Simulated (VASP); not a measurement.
# LiH (I-4m2) in VASP: further runs

LiH is run at these levels: PBE, r2SCAN; tasks: single point.

Program: VASP 6.6.1. These are calculated values, not measurements. Logs are shortened: lines on timing, memory, paths and dates and some standing lists are left out, and cuts for length are marked.

### Step 1. The cell of the first run

Symmetry: I-4m2, No. 119, tetragonal system. The conventional cell has a = 3.034 Å, b = 3.034 Å, c = 4.081 Å, α = 90.00°, β = 90.00°, γ = 90.00°. Within 2.4 Å of Li (site symmetry -4m2) lie 4 H at 1.83 Å. H (site symmetry -4m2) has 4 Li at 1.83 Å within 2.4 Å.

### Step 2. Single point, PBE (uniaxial x strain -4.9%)

Contents of INCAR:

```
SYSTEM = LiH
PREC = Accurate ; ENCUT = 520
EDIFF = 1E-7 ; ISMEAR = -1
SIGMA = 0.02 ; LREAL = .False.
LASPH = .True. ; NELM = 80
ALGO = Normal ; ISIF = 2
LWAVE = .False. ; LCHARG = .False.
GGA = PE ; NBANDS = 9
```

Contents of KPOINTS:

```
Automatic mesh
0
Gamma
  10 10 10
  0 0 0
```

Contents of POSCAR:

```
LiH
1.0
    0.0000000000      2.1451220117      2.1451220117
    2.0406545697      0.0000000000      2.1451220117
    2.0406545697      2.1451220117      0.0000000000
Li H
1 1
Direct
    0.0000000000      0.0000000000      0.0000000000
    0.2500000000      0.2500000000      0.2500000000
```

Potentials or basis: VASP PAW PBE potentials, release 64 (Li_sv, H).

Run with:

```sh
cat potpaw_PBE.64/Li_sv/POTCAR potpaw_PBE.64/H/POTCAR > POTCAR
mpirun -np 1 vasp_std > vasp.out
```

OUTCAR:

```text
SYSTEM = LiH
   PREC = Accurate
   ENCUT = 520
   EDIFF = 1E-7
   ISMEAR = -1
   LREAL = .False.
   LASPH = .True.
   NELM = 80
   ISIF = 2
   GGA = PE

 ion  position               nearest neighbor table
   1  0.000  0.000  0.000-
   2  0.250  0.250  0.250-

  LATTYP: Found a body centered tetragonal cell.
 ALAT       =     3.0336606419
 C/A-ratio  =     1.3453413619

  Lattice vectors:

 A1 = (  -2.0406545697,   0.0000000000,  -2.1451220117)
 A2 = (  -2.0406545697,   0.0000000000,   2.1451220117)
 A3 = (   2.0406545697,   2.1451220117,   0.0000000000)

Analysis of symmetry for initial positions (statically):
=====================================================================
 Subroutine PRICEL returns:
 Original cell was already a primitive cell.

 Routine SETGRP: Setting up the symmetry group for a
 body centered tetragonal supercell.

 Subroutine GETGRP returns: Found  8 space group operations
 (whereof  8 operations were pure point group operations)
 out of a pool of 16 trial point group operations.

The static configuration has the point symmetry D_2d.

Analysis of symmetry for dynamics (positions and initial velocities):
=====================================================================
 Subroutine PRICEL returns:
 Original cell was already a primitive cell.

 Routine SETGRP: Setting up the symmetry group for a
 body centered tetragonal supercell.

 Subroutine GETGRP returns: Found  8 space group operations
 (whereof  8 operations were pure point group operations)
 out of a pool of 16 trial point group operations.

The dynamic configuration has the point symmetry D_2d.

 Subroutine INISYM returns: Found  8 space group operations
 (whereof  8 operations are pure point group operations),
 and found     1 'primitive' translations

----------------------------------------------------------------------------------------

                                     Primitive cell

  volume of cell :      18.7803

  direct lattice vectors                    reciprocal lattice vectors
     0.000000000  2.145122012  2.145122012    -0.245019420  0.233086975  0.233086975
     2.040654570  0.000000000  2.145122012     0.245019420 -0.233086975  0.233086975
     2.040654570  2.145122012  0.000000000     0.245019420  0.233086975 -0.233086975

  length of vectors
     3.033660642  2.960712671  2.960712671     0.410723255  0.410723255  0.410723255

  position of ions in fractional coordinates (direct lattice)
     0.000000000  0.000000000  0.000000000
     0.250000000  0.250000000  0.250000000

  ion indices of the primitive-cell ions
   primitive index   ion index
                 1           1
                 2           2

----------------------------------------------------------------------------------------

 KPOINTS: Automatic mesh

Automatic generation of k-mesh.
 Grid dimensions read from file:
 generate k-points for:   10   10   10

 Generating k-lattice:

  Cartesian coordinates                     Fractional coordinates (reciprocal lattice)
    -0.024501942  0.023308697  0.023308697     0.100000000  0.000000000  0.000000000
     0.024501942 -0.023308697  0.023308697     0.000000000  0.100000000 -0.000000000
     0.024501942  0.023308697 -0.023308697     0.000000000 -0.000000000  0.100000000

  Length of vectors
     0.041072325  0.041072325  0.041072325

  Shift w.r.t. Gamma in fractional coordinates (k-lattice)
     0.000000000  0.000000000  0.000000000

 Subroutine IBZKPT returns following result:
 ===========================================

 Found    102 irreducible k-points:

 Following reciprocal coordinates:
            Coordinates               Weight
  0.000000  0.000000  0.000000      1.000000
  0.100000  0.000000  0.000000      8.000000
  0.200000  0.000000  0.000000      8.000000
  0.300000  0.000000  0.000000      8.000000
  0.400000 -0.000000 -0.000000      8.000000
  0.500000  0.000000  0.000000      4.000000
[... 16 lines left out ...]
  0.300000  0.300000  0.000000      4.000000
  0.400000  0.300000  0.000000     16.000000
 [... further k-points ...]
   k-points           NKPTS =    102   k-points in BZ     NKDIM =    102   number of bands    NBANDS=      9
   number of dos      NEDOS =    301   number of ions     NIONS =      2
   total plane-waves  NPLWV =  13824
   dimension x,y,z NGX =    24 NGY =   24 NGZ =   24
   dimension x,y,z NGXF=    48 NGYF=   48 NGZF=   48
   ions per type =               1   1
   NGX,Y,Z   is equivalent  to a cutoff of  13.15, 13.48, 13.48 a.u.
   NGXF,Y,Z  is equivalent  to a cutoff of  26.30, 26.95, 26.95 a.u.
 SYSTEM =  LiH
   PREC   = accura    normal or accurate (medium, high low for compatibility)
   ISTART =      0    job   : 0-new  1-cont  2-samecut
   ICHARG =      2    charge: 1-file 2-atom 10-const
   ISPIN  =      1    spin polarized calculation?
   LNONCOLLINEAR =      F non collinear calculations
   LSORBIT =      F    spin-orbit coupling
   LASPH  =      T    aspherical Exc in radial PAW
   ENCUT  =  520.0 eV  38.22 Ry    6.18 a.u.   5.64  5.50  5.50*2*pi/ulx,y,z
   NELM   =     80;   NELMIN=  2; NELMDL= -5     # of ELM steps
   EDIFF  = 0.1E-06   stopping-criterion for ELM
   LREAL  =      F    real-space projection
   EDIFFG = 0.1E-05   stopping-criterion for IOM
   NSW    =      0    number of steps for IOM
   IBRION =     -1    ionic relax: 0-MD 1-quasi-New 2-CG
   NFREE  =      0    steps in history (QN), initial steepest desc. (CG)
   ISIF   =      2    stress and relaxation
   ISYM   =      2    0-nonsym 1-usesym 2-fastsym
   POTIM  = 0.5000    time-step for ionic-motion
   TEBEG  =    0.0;   TEEND  =   0.0 temperature during run
   PSTRESS=    0.0 pullay stress
   NELECT =       4.0000    total number of electrons
   NUPDOWN=      -1.0000    fix difference up-down
   EMIN   =  10.00;   EMAX   =-10.00  energy-range for DOS
   EFERMI =   0.00;   METHOD = LEGACY
   ISMEAR =    -1;   SIGMA  =   0.02  broadening in eV -4-tet -1-fermi 0-gaus
   EFERMI_NEDOS =   21; number of points for ismear=-14 and -15
   IALGO  =     38    algorithm
   IMIX   =      4    mixing-type and parameters
     AMIX     =   0.40;   BMIX     =  1.00
     AMIX_MAG =   1.60;   BMIX_MAG =  1.00
  volume/ion in A,a.u.               =       9.39        63.37
  Fermi-wavevector in a.u.,A,eV,Ry     =   0.977673  1.847534 13.005056  0.955845
  Thomas-Fermi vector in A             =   2.108389
   LORBIT       =      0    0 simple, 1 ext, 2 COOP (PROOUT), +10 PAW based schemes
   GGA     = PE    functional components
   LHFCALC =     F    Hartree Fock is set to
   AEXX    =    0.0000 exact exchange contribution
   IVDW    =     0    specifies the selected vdW correction
   LEPSILON=     F    determine dielectric tensor
   LRPA    =     F    only Hartree local field effects (RPA)
 non-spin polarized calculation
  energy-cutoff  :      520.00
  volume of cell :       18.78
 maximum number of plane-waves:       523
   NGX = 11   NGY = 11   NGZ = 11

 number of electron       3.9999998 magnetization

 Free energy of the ion-electron system (eV)
  ---------------------------------------------------
  ext. energy  EPLUGINS =         0.00000000
  ---------------------------------------------------
  free energy    TOTEN  =        -6.02544279 eV

  energy without entropy =       -6.02544279  energy(sigma->0) =       -6.02544279

 E-fermi :  -0.9880     XC(G=0):  -7.8476

 val. band max:       -1.4064093435   @ k =  -0.2000   0.5000   0.3000
 cond. band min:       2.7826866003   @ k =   0.5000   0.0000   0.0000
 fundamental gap:      4.1890959438
 Fermi energy:        -0.9879984887

 k-point     1 :       0.0000    0.0000    0.0000
  band No.  band energies     occupation
      1     -44.7560      2.00000
      2      -5.3204      2.00000
      3      12.0424      0.00000
      4      16.2729      0.00000
      5      16.2729      0.00000
      6      16.3032      0.00000
      7      18.9096      0.00000
      8      18.9096      0.00000
      9      18.9208      0.00000

 k-point     2 :       0.1000    0.0000    0.0000
  band No.  band energies     occupation
      1     -44.7533      2.00000
      2      -5.1601      2.00000
      3      11.0420      0.00000
      4      14.9990      0.00000
      5      15.6138      0.00000
      6      15.7940      0.00000
      7      19.7223      0.00000
      8      19.7525      0.00000
      9      21.5839      0.00000

 k-point     3 :       0.2000    0.0000    0.0000
  band No.  band energies     occupation
      1     -44.7463      2.00000
      2      -4.6860      2.00000
      3       8.4618      0.00000
      4      14.6420      0.00000
      5      14.6793      0.00000
      6      15.1593      0.00000
      7      20.0227      0.00000
      8      20.5377      0.00000
      9      22.4179      0.00000

 k-point     4 :       0.3000    0.0000    0.0000
  band No.  band energies     occupation
      1     -44.7377      2.00000
      2      -3.9386      2.00000
      3       5.7771      0.00000
      4      14.0114      0.00000
      5      14.4014      0.00000
      6      15.1509      0.00000
      7      18.8118      0.00000
      8      19.7652      0.00000
      9      21.9267      0.00000
[... 205 lines left out ...]
 k-point    22 :      -0.2000    0.2000    0.0000
  band No.  band energies     occupation
      1     -44.7346      2.00000
      2      -3.6529      2.00000
      3       5.8544      0.00000
      4      10.3336      0.00000
      5      14.6224      0.00000
      6      15.9010      0.00000
      7      19.4331      0.00000
      8      21.0394      0.00000
      9      22.2621      0.00000

 k-point    23 :       0.3000    0.3000    0.0000
  band No.  band energies     occupation
      1     -44.7328      2.00000
      2      -3.5846      2.00000
      3       7.7994      0.00000
      4      10.9379      0.00000
      5      11.0636      0.00000
      6      11.8493      0.00000
      7      17.2453      0.00000
      8      26.5266      0.00000
      9      26.6118      0.00000

 k-point    24 :       0.4000    0.3000    0.0000
  band No.  band energies     occupation
      1     -44.7274      2.00000
      2      -2.9625      2.00000
      3       6.4338      0.00000
      4       9.3901      0.00000
      5      10.6078      0.00000
      6      12.3161      0.00000
      7      17.6784      0.00000
      8      25.9900      0.00000
      9      27.6428      0.00000

 [... further k-points ...]
[... 5 lines left out ...]
  --------------------------------------------------------------------------------------
  -------------------------------------------------------------------------------------
  Total        0.1802192      0.1265781      0.1265781      0.0000000      0.0000000      0.0000000
  in kB       15.3747538     10.7985571     10.7985571      0.0000000      0.0000000      0.0000000
  external PRESSURE =      12.3239560 kB  Pullay stress =       0.0000000 kB

 VOLUME and BASIS-vectors are now :
 -----------------------------------------------------------------------------
  energy-cutoff  :      520.00
  volume of cell :       18.78
      direct lattice vectors                 reciprocal lattice vectors
     0.000000000  2.145122012  2.145122012    -0.245019420  0.233086975  0.233086975
     2.040654570  0.000000000  2.145122012     0.245019420 -0.233086975  0.233086975
     2.040654570  2.145122012  0.000000000     0.245019420  0.233086975 -0.233086975

 POSITION                                       TOTAL-FORCE (eV/Angst)
 -----------------------------------------------------------------------------------
      0.00000      0.00000      0.00000        -0.000000      0.000000      0.000000
      1.02033      1.07256      1.07256         0.000000     -0.000000     -0.000000
 -----------------------------------------------------------------------------------
    total drift:                                0.000000      0.000000      0.000000

  FREE ENERGIE OF THE ION-ELECTRON SYSTEM (eV)
  ---------------------------------------------------
  free  energy   TOTEN  =        -6.0254427904 eV

  energy  without entropy=       -6.0254427904  energy(sigma->0) =       -6.02544279
```

It took 11 s on 1 thread of Intel Xeon Platinum 8488C (Sapphire Rapids), shared host; peak memory 0.14 GiB.

Results:

```
Free energy            : -6.0254 eV
Band gap on the k mesh : 4.19 eV, indirect (least direct gap 5.37 eV)
```

Levels at points of the mesh, in eV from the valence-band top:
```
           k point  band 1  band 2  band 3  band 4  band 5  band 6  band 7
(0.00, 0.00, 0.00)  -43.35   -3.91   13.45   17.68   17.68   17.71   20.32
(0.50, 0.00, 0.00)  -43.32   -1.20    4.19   14.95   15.51   16.80   18.88
(0.50, 0.50, 0.00)  -43.31   -0.62    7.05   10.30   11.10   11.23   19.12
(0.00, 0.50, 0.50)  -43.31   -0.14    7.67    9.79   10.41   10.41   18.55
```

Caveat: the cell differs from its parent crystal (uniaxial x strain -4.9%); the cutoff is under 1.25 times the usual one of these potentials, so pressure, stress and relaxed cells hold a basis-set (Pulay) error. A k mesh can miss the band edges.

(Part 1 of 2 ends here.)
